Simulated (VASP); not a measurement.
Here is a VASP 6.6.1 calculation.

File INCAR:

```
SYSTEM = InP
  ALGO = Normal
  DIPOL = 0.5 0.5 0.500
  EDIFF = 1E-6
  ENCUT = 520
  GGA = PS
  IDIPOL = 3
  ISIF = 2
  ISMEAR = 0
  LASPH = .True.
  LCHARG = .True.
  LDIPOL = .True.
  LELF = .True.
  LREAL = .False.
  LVACPOTAV = .True.
  LVHAR = .True.
  LWAVE = .False.
  NBANDS = 46
  NELM = 60
  PREC = Accurate
  SIGMA = 0.1
```

KPOINTS

```
k-points
0
Gamma
  9 9 1
  0 0 0
```

The input POSCAR:

```
InP
1.0
    3.8601906158      0.0000000000      0.0000000000
   -1.9300953079      3.3430231367      0.0000000000
    0.0000000000      0.0000000000     26.0314135384
P In
4 4
Direct
    0.3333333333      0.6666666667      0.2943824802
    0.0000000000      0.0000000000      0.4109915681
    0.6666666667      0.3333333333      0.5298584129
    0.3333333333      0.6666666667      0.6501598763
    0.6666666667      0.3333333333      0.3440788973
    0.3333333333      0.6666666667      0.4696057369
    0.0000000000      0.0000000000      0.5915423410
    0.6666666667      0.3333333333      0.7093806874
```

Potentials or basis: VASP PAW PBE potentials, release 64 (P, In_d).

The run is started by

```sh
$ cat potpaw_PBE.64/P/POTCAR potpaw_PBE.64/In_d/POTCAR > POTCAR
$ mpirun -np 1 vasp_std > vasp.out
```

Estimate the largest force.

0.008 eV/Å.

Predict the band gap on the k mesh.

zero (band 36 reaches 1.59 eV, above the bottom of band 37 at 0.72 eV).

Forces on the atoms (eV/Å):
```
P    0.000  0.000 -0.007
P    0.000  0.000  0.002
P    0.000  0.000  0.000
P    0.000  0.000  0.001
In   0.000  0.000 -0.004
In   0.000  0.000 -0.002
In   0.000  0.000  0.000
In   0.000  0.000  0.008
```

Caveat: the PAW data sets were made with another functional, which shifts forces and pressure a little; spin-orbit coupling is left out, which moves the levels of the heavy elements.
